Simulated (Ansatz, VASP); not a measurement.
MnH4: VASP beside Ansatz

```
Mn H
1.0
     2.64688    0.00000    0.00000
     0.00000    2.64688    0.00000
     0.00000    0.00000    5.20961
Mn H
1 4
Direct
  0.50000 0.50000 0.50000
  0.00000 0.50000 0.29656
  0.50000 0.00000 0.29656
  0.00000 0.50000 0.70344
  0.50000 0.00000 0.70344
```

Alike in both runs: functional PBE; k mesh 14 × 14 × 8; occupations gaussian, width 0.1 eV; collinear spin.

Ansatz relaxed the structure, and its values are those at the end. VASP's run is a single point on that final structure, the one shown.

```csv
,VASP,Ansatz
version,VASP 6.6.1,Ansatz 0.2.0
potentials or method,"VASP PAW PBE potentials, release 64 (Mn_pv, H), cutoff 520 eV","scalar-relativistic, plane waves, PAW"
valence electrons in the cell,17,19
```

|  | VASP | Ansatz | Ansatz less VASP |
| --- | --- | --- | --- |
| gap on the k mesh at the Fermi level (eV) | none | none | - |
| pressure (GPa) | -0.1 | 0.0 | +0.13 |
| net moment per atom (μB) | 0.37 | 0.37 | -0.001 |
| size of the moment on the site where the two differ most (μB) | 1.96 | 1.55 | -0.408 |

Site moments also hang on the region over which each program counts them. A gap of «none» marks a metal or a gap that the smearing closes. VASP's potentials hold 17 valence electrons a cell and Ansatz's 19, so a difference there can come from the potentials and not from the codes.
